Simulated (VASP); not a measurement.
Wanted: the native input for a VASP 6.6.1 run.

- Task: single point
- Functional: PBE
- Potentials or basis: VASP PAW PBE potentials, release 64 (Li_sv, S)
- Cutoff: 520 eV
- k mesh: 6 × 6 × 4
- Occupations: gaussian, width 0.1 eV
- Spin: no spin polarisation
- Dipole correction: no
- Further INCAR settings: ALGO = Normal; EDIFF = 1e-06; NBANDS = 18

The structure of LiS3 lies in POSCAR:

```
LiS3
1.0
    4.5619877087     -0.0000000030      0.0000000000
   -2.2809938517      3.9507972490      0.0000000000
    0.0000000000      0.0000000000      4.6380132483
Li S
1 3
Direct
    0.0000000000      0.0000000000      0.0000000000
    0.3333333333      0.6666666667      0.5000000000
    0.6666666667      0.3333333333      0.5000000000
    0.0000000000      0.0000000000      0.5000000000
```

The cell was built from a structure type or drawn by symmetry, and may not be a known phase.

These files were run (other wordings do the same):

INCAR

```
SYSTEM = LiS3
PREC     = Accurate       ! precision mode
ENCUT    = 520            ! plane-wave cutoff, eV
EDIFF    = 1E-6           ! SCF threshold, eV
ISMEAR   = 0              ! smearing method
SIGMA    = 0.1            ! smearing width, eV
LREAL    = .False.        ! projectors in reciprocal space
LASPH    = .True.         ! aspherical terms in the spheres
NELM     = 60             ! most SCF steps
ALGO     = Normal         ! electronic algorithm
ISIF     = 2              ! what is computed and relaxed
LWAVE    = .False.        ! write WAVECAR
LCHARG   = .False.        ! write CHGCAR
GGA      = PE             ! functional
NBANDS   = 18             ! bands
```

KPOINTS

```
regular mesh
0
Gamma
  6 6 4
  0 0 0
```

Potentials or basis: VASP PAW PBE potentials, release 64 (Li_sv, S).

The run is started by

```bash
$ cat potpaw_PBE.64/Li_sv/POTCAR potpaw_PBE.64/S/POTCAR > POTCAR
$ mpirun -np 1 vasp_std > vasp.out
```

Results of the run:

| Property | Result |
| --- | --- |
| Band gap on the k mesh | zero (an odd number of electrons rules out a gap without spin polarisation) |

Run time: 11 s on 1 thread of Intel(R) Xeon(R) 6975P-C (Granite Rapids) (shared host), peak memory 0.2 GiB.
